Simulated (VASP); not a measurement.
Crystal: Zn3O.

```xyz
4
Lattice="3.0487 0.0000 0.0000 -1.5243 2.6402 0.0000 0.0000 0.0000 7.0670" Properties=species:S:1:pos:R:3 pbc="T T T"
Zn    0.0000    0.0000    0.4433
Zn    0.0000    1.7602    4.6309
Zn    1.5243    0.8801    2.5816
O     0.0000    1.7602    6.5489
```

```yaml
Program: VASP 6.6.1
Task: relaxation of cell and atoms
Functional: PBE
Potentials_or_basis: VASP PAW PBE potentials, release 64 (Zn, O)
Cutoff: 600 eV
k_mesh: 12 × 12 × 6
Occupations: gaussian, width 0.1 eV
Spin: no spin polarisation
```

At the start: pressure 0.4 GPa; volume 14.22 Å³/atom.

**Question.** How do energy, volume and symmetry change on relaxing?

**Answer.** Over 9 steps the energy falls by 6.9 meV/atom and the volume is 14.38 Å³/atom (+1.1 %); space group P3m1 (No. 156, to 0.05 Å).

Step by step:
```csv
step,energy change (eV),largest force (eV/Å),pressure (GPa),volume (Å³)
1,0.0000,0.3209,0.37,56.88
2,-0.0162,0.2104,0.06,57.15
3,-0.0267,0.0963,-0.30,57.53
4,-0.0268,0.1087,-0.33,57.57
5,-0.0275,0.0108,0.30,57.28
6,-0.0276,0.0248,0.15,57.35
7,-0.0277,0.0194,0.02,57.46
8,-0.0277,0.0221,0.02,57.48
9,-0.0278,0.0049,-0.03,57.54
```

Final structure:
```
Zn O
1.0
     3.10447    0.00000    0.00000
    -1.55224    2.68855    0.00000
     0.00000    0.00000    6.89345
Zn O
3 1
Cartesian
  0.0000 0.0000 0.4383
  0.0000 1.7924 4.4752
  1.5522 0.8962 2.5395
  0.0000 1.7924 6.4028
```
